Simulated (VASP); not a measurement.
# H3C5 in VASP: further runs, part 2 of 2

VASP 6.6.1. The steps go on from the part before.

**3. Single point, PBE+D3(BJ)**

File INCAR:

```
ALGO = Normal
EDIFF = 1E-6
ENCUT = 520
GGA = PE
ISIF = 2
ISMEAR = -1
IVDW = 12
LASPH = True
LCHARG = False
LREAL = Auto
LWAVE = False
NBANDS = 68
NELM = 80
PREC = Accurate
SIGMA = 0.05
```

File KPOINTS:

```
k-points
0
Gamma
  2 2 1
```

File POSCAR:

```
H3C5
1.0
    5.0487420000      0.0000000000      0.0000000000
    0.0000000000      5.0487420000      0.0000000000
    0.0000000000      0.0000000000     17.1355610000
H C
12 20
Direct
    0.4277897346      0.0000000000      0.0583581711
    0.0722160095      0.0000000000      0.0583581711
    0.9277954786      0.0000000000      0.0583581711
    0.5722217535      0.0000000000      0.0583581711
    0.4277897346      0.5000057440      0.0583581711
    0.0722160095      0.5000057440      0.0583581711
    0.9277954786      0.5000057440      0.0583581711
    0.5722217535      0.5000057440      0.0583581711
    0.7267751056      0.0228967929      0.3592237219
    0.2297800125      0.5126425553      0.3594513188
    0.7718556425      0.4692654130      0.3611553774
    1.2702570264      1.0577684500      0.3698682523
    0.2500028720      0.0000000000      0.0953981022
    0.7500086160      0.0000000000      0.0953981022
    0.2500028720      0.5000057440      0.0953981022
    0.7500086160      0.5000057440      0.0953981022
    0.2500028720      0.2500028720      0.1474827699
    0.7500086160      0.2500028720      0.1474827699
    0.2500028720      0.7500086160      0.1474827699
    0.7500086160      0.7500086160      0.1474827699
   -0.0117653071      0.2332858364      0.1930079791
    0.4886167683      0.2602232398      0.1938133219
   -0.0062391780      0.7415114498      0.2058351051
    0.4867549184      0.7604270529      0.2031798084
    0.0032879478      0.0210745568      0.2563907887
    0.4978665973      0.0187769547      0.2522707018
   -0.0226591099      0.4636402494      0.2462306311
    0.4928554480      0.4739002310      0.2504791060
    0.2446351982      0.0905572121      0.3055983986
    0.7488202012      0.0834069160      0.2988813731
    0.2380394958      0.4131524249      0.2956483304
    0.7544255579      0.3892058655      0.2928879889
```

Potentials or basis: VASP PAW PBE potentials, release 64 (H, C).

Launch:

```bash
cat potpaw_PBE.64/H/POTCAR potpaw_PBE.64/C/POTCAR > POTCAR
mpirun -np 1 vasp_std > vasp.out
```

OUTCAR:

```text
EDIFF = 1E-6
   ENCUT = 520
   GGA = PE
   ISIF = 2
   ISMEAR = -1
   IVDW = 12
   LASPH = True
   LREAL = Auto
   NELM = 80
   PREC = Accurate
 IVDW          = 12

 ion  position               nearest neighbor table
   1  0.428  0.000  0.058-   4 0.73  13 1.10
   2  0.072  0.000  0.058-   3 0.73  13 1.10
   3  0.928  0.000  0.058-   2 0.73  14 1.10
   4  0.572  0.000  0.058-   1 0.73  14 1.10
   5  0.428  0.500  0.058-   8 0.73  15 1.10
   6  0.072  0.500  0.058-   7 0.73  15 1.10
   7  0.928  0.500  0.058-   6 0.73  16 1.10
   8  0.572  0.500  0.058-   5 0.73  16 1.10
   9  0.727  0.023  0.359-  30 1.08
  10  0.230  0.513  0.359-  31 1.20
  11  0.772  0.469  0.361-  32 1.24
  12  0.270  0.058  0.370-  29 1.12
  13  0.250  0.000  0.095-   2 1.10   1 1.10  19 1.55  17 1.55
  14  0.750  0.000  0.095-   4 1.10   3 1.10  20 1.55  18 1.55
  15  0.250  0.500  0.095-   6 1.10   5 1.10  17 1.55  19 1.55
  16  0.750  0.500  0.095-   8 1.10   7 1.10  18 1.55  20 1.55
  17  0.250  0.250  0.147-  22 1.44  21 1.54  15 1.55  13 1.55
  18  0.750  0.250  0.147-  21 1.44  22 1.54  16 1.55  14 1.55
[... 12 lines left out ...]
  31  0.238  0.413  0.296-  10 1.20  28 1.53  27 1.59  29 1.64
  32  0.754  0.389  0.293-  11 1.24  27 1.43  30 1.55  28 1.57

  LATTYP: Found a simple tetragonal cell.
 ALAT       =     5.0487420000
 C/A-ratio  =     3.3940258781

  Lattice vectors:

 A1 = (   5.0487420000,   0.0000000000,   0.0000000000)
 A2 = (   0.0000000000,   5.0487420000,   0.0000000000)
 A3 = (   0.0000000000,   0.0000000000,  17.1355610000)

Analysis of symmetry for initial positions (statically):
=====================================================================
 Subroutine PRICEL returns:
 Original cell was already a primitive cell.

 Routine SETGRP: Setting up the symmetry group for a
 simple tetragonal supercell.

 Subroutine GETGRP returns: Found  1 space group operations
 (whereof  1 operations were pure point group operations)
 out of a pool of 16 trial point group operations.

The static configuration has the point symmetry C_1 .

Analysis of symmetry for dynamics (positions and initial velocities):
=====================================================================
 Subroutine PRICEL returns:
 Original cell was already a primitive cell.

 Routine SETGRP: Setting up the symmetry group for a
 simple tetragonal supercell.

 Subroutine GETGRP returns: Found  1 space group operations
 (whereof  1 operations were pure point group operations)
 out of a pool of 16 trial point group operations.

The dynamic configuration has the point symmetry C_1 .

 Subroutine INISYM returns: Found  1 space group operations
 (whereof  1 operations are pure point group operations),
 and found     1 'primitive' translations

----------------------------------------------------------------------------------------

                                     Primitive cell

  volume of cell :     436.7820

  direct lattice vectors                    reciprocal lattice vectors
     5.048742000  0.000000000  0.000000000     0.198069143  0.000000000  0.000000000
[... 95 lines left out ...]

 Subroutine IBZKPT returns following result:
 ===========================================

 Found      4 irreducible k-points:

 Following reciprocal coordinates:
            Coordinates               Weight
  0.000000  0.000000  0.000000      1.000000
  0.500000  0.000000  0.000000      1.000000
  0.000000  0.500000  0.000000      1.000000
  0.500000  0.500000  0.000000      1.000000
   k-points           NKPTS =      4   k-points in BZ     NKDIM =      4   number of bands    NBANDS=     68
   number of dos      NEDOS =    301   number of ions     NIONS =     32
   total plane-waves  NPLWV = 204800
   dimension x,y,z NGX =    40 NGY =   40 NGZ =  128
   dimension x,y,z NGXF=    80 NGYF=   80 NGZF=  256
   ions per type =              12  20
   NGX,Y,Z   is equivalent  to a cutoff of  13.17, 13.17, 12.42 a.u.
   NGXF,Y,Z  is equivalent  to a cutoff of  26.34, 26.34, 24.84 a.u.
 SYSTEM =  unknown system
   PREC   = accura    normal or accurate (medium, high low for compatibility)
   ISTART =      0    job   : 0-new  1-cont  2-samecut
   ICHARG =      2    charge: 1-file 2-atom 10-const
   ISPIN  =      1    spin polarized calculation?
   LNONCOLLINEAR =      F non collinear calculations
   LSORBIT =      F    spin-orbit coupling
   LASPH  =      T    aspherical Exc in radial PAW
   ENCUT  =  520.0 eV  38.22 Ry    6.18 a.u.   9.39  9.39 31.86*2*pi/ulx,y,z
   NELM   =     80;   NELMIN=  2; NELMDL= -5     # of ELM steps
   EDIFF  = 0.1E-05   stopping-criterion for ELM
   LREAL  =      T    real-space projection
   EDIFFG = 0.1E-04   stopping-criterion for IOM
   NSW    =      0    number of steps for IOM
   IBRION =     -1    ionic relax: 0-MD 1-quasi-New 2-CG
   NFREE  =      0    steps in history (QN), initial steepest desc. (CG)
   ISIF   =      2    stress and relaxation
   ISYM   =      2    0-nonsym 1-usesym 2-fastsym
   POTIM  = 0.5000    time-step for ionic-motion
   TEBEG  =    0.0;   TEEND  =   0.0 temperature during run
   PSTRESS=    0.0 pullay stress
   NELECT =      92.0000    total number of electrons
   NUPDOWN=      -1.0000    fix difference up-down
   EMIN   =  10.00;   EMAX   =-10.00  energy-range for DOS
   EFERMI =   0.00;   METHOD = LEGACY
   ISMEAR =    -1;   SIGMA  =   0.05  broadening in eV -4-tet -1-fermi 0-gaus
   EFERMI_NEDOS =   21; number of points for ismear=-14 and -15
   IALGO  =     38    algorithm
   IMIX   =      4    mixing-type and parameters
     AMIX     =   0.40;   BMIX     =  1.00
     AMIX_MAG =   1.60;   BMIX_MAG =  1.00
  volume/ion in A,a.u.               =      13.65        92.11
  Fermi-wavevector in a.u.,A,eV,Ry     =   0.974053  1.840693 12.908923  0.948779
  Thomas-Fermi vector in A             =   2.104482
   LORBIT       =      0    0 simple, 1 ext, 2 COOP (PROOUT), +10 PAW based schemes
   GGA     = PE    functional components
   LHFCALC =     F    Hartree Fock is set to
   AEXX    =    0.0000 exact exchange contribution
   IVDW    =    12    specifies the selected vdW correction
   LEPSILON=     F    determine dielectric tensor
   LRPA    =     F    only Hartree local field effects (RPA)
 non-spin polarized calculation
  energy-cutoff  :      520.00
  volume of cell :      436.78
 maximum number of plane-waves:     11780
 NGX is ok and might be reduce to    40
   NGX = 19   NGY = 19   NGZ = 63

 number of electron      92.0000002 magnetization

 Free energy of the ion-electron system (eV)
  ---------------------------------------------------
  ext. energy  EPLUGINS =         0.00000000
  ---------------------------------------------------
  free energy    TOTEN  =      -208.15215555 eV

  energy without entropy =     -208.15215553  energy(sigma->0) =     -208.15215554

 E-fermi :   1.9462     XC(G=0):  -5.1264

 val. band max:        1.0636878169   @ k =   0.0000   0.5000   0.0000
 cond. band min:       2.8227024451   @ k =   0.0000   0.0000   0.0000
 fundamental gap:      1.7590146282
 Fermi energy:         1.9462220505

 k-point     1 :       0.0000    0.0000    0.0000
  band No.  band energies     occupation
      1     -20.4097      2.00000
      2     -18.0998      2.00000
      3     -16.3201      2.00000
      4     -15.6932      2.00000
      5     -15.5847      2.00000
      6     -15.4873      2.00000
[... 233 lines left out ...]
     57       6.4485      0.00000
     58       6.5179      0.00000
 [bands above 58 left out]

------------------------ aborting loop because EDIFF is reached ----------------------------------------

 Edisp (eV)   -3.33175

 E8    (eV) :    -0.9467

  FORCE on cell =-STRESS in cart. coord.  units (eV):
  Direction    XX          YY          ZZ          XY          YZ          ZX
  --------------------------------------------------------------------------------------
  -------------------------------------------------------------------------------------
  Total      71.92549    -2.37352    -7.88226     0.94714     2.70541     0.73527
  in kB     263.83276    -8.70642   -28.91325     3.47426     9.92382     2.69707
  external pressure =       75.40 kB  Pullay stress =        0.00 kB

 VOLUME and BASIS-vectors are now :
 -----------------------------------------------------------------------------
  energy-cutoff  :      520.00
  volume of cell :      436.78
      direct lattice vectors                 reciprocal lattice vectors
     5.048742000  0.000000000  0.000000000     0.198069143  0.000000000  0.000000000
     0.000000000  5.048742000  0.000000000     0.000000000  0.198069143  0.000000000
     0.000000000  0.000000000 17.135561000     0.000000000  0.000000000  0.058358171

 POSITION                                       TOTAL-FORCE (eV/Angst)
 -----------------------------------------------------------------------------------
      2.15980      0.00000      1.00000        -8.894277     -0.139239      0.093618
      0.36460      0.00000      1.00000         8.967652      0.019324      0.101384
      4.68420      0.00000      1.00000        -8.945011      0.027579      0.108148
      2.88900      0.00000      1.00000         8.975071     -0.115245      0.028877
      2.15980      2.52440      1.00000        -8.953943     -0.018316      0.114030
      0.36460      2.52440      1.00000         8.971912      0.097281      0.081630
[... 24 lines left out ...]
      1.20180      2.08590      5.06610        -0.051724      0.452007      2.640752
      3.80890      1.96500      5.01880        -3.109421      2.632537      5.358844
 -----------------------------------------------------------------------------------
    total drift:                                0.018630      0.010115     -0.040199

  FREE ENERGIE OF THE ION-ELECTRON SYSTEM (eV)
  ---------------------------------------------------
  free  energy   TOTEN  =      -211.4839012524 eV

  energy  without entropy=     -211.4839012291  energy(sigma->0) =     -211.48390124
```

Wall time 4.2 min (1 thread of Intel Xeon Platinum 8488C (Sapphire Rapids), shared host); peak memory 0.49 GiB.

Results:

```
Free energy                : -211.4839 eV
Largest force              : 8.976 eV/Å
Band gap on the k mesh     : 1.76 eV, indirect (least direct gap 1.86 eV)
Dispersion energy per atom : -0.104 eV
```

Forces in eV/Å, atoms in the order of the input:
```
H   -8.894 -0.139  0.094
H    8.968  0.019  0.101
H   -8.945  0.028  0.108
H    8.975 -0.115  0.029
H   -8.954 -0.018  0.114
H    8.972  0.097  0.082
H   -8.922  0.094  0.077
H    8.954 -0.038  0.148
H    0.348 -0.474  0.329
H    0.023 -0.736 -2.238
H   -0.376 -0.351 -2.651
H   -0.551 -0.800 -0.914
C    0.025 -0.184  0.844
C   -0.263 -0.251  0.694
C   -0.154  0.213  0.931
C    0.276  0.248  1.106
C   -1.910 -0.523 -4.107
C   -2.269 -0.971 -4.338
C   -1.042  0.036  0.702
C   -0.702  0.674  0.746
C    3.070  1.288  1.183
C    1.843 -2.839  0.897
C   -0.049  0.531 -1.370
C    1.981 -1.963  0.135
C   -1.158 -3.712 -0.749
C   -1.051 -0.158  0.100
C    4.452  2.689  1.245
C   -0.275  2.783  0.886
C    1.471  1.321 -1.603
C   -0.682  0.165 -0.580
C   -0.052  0.452  2.641
C   -3.109  2.633  5.359
```

Caveat: the k points lie up to 0.62 Å⁻¹ apart.
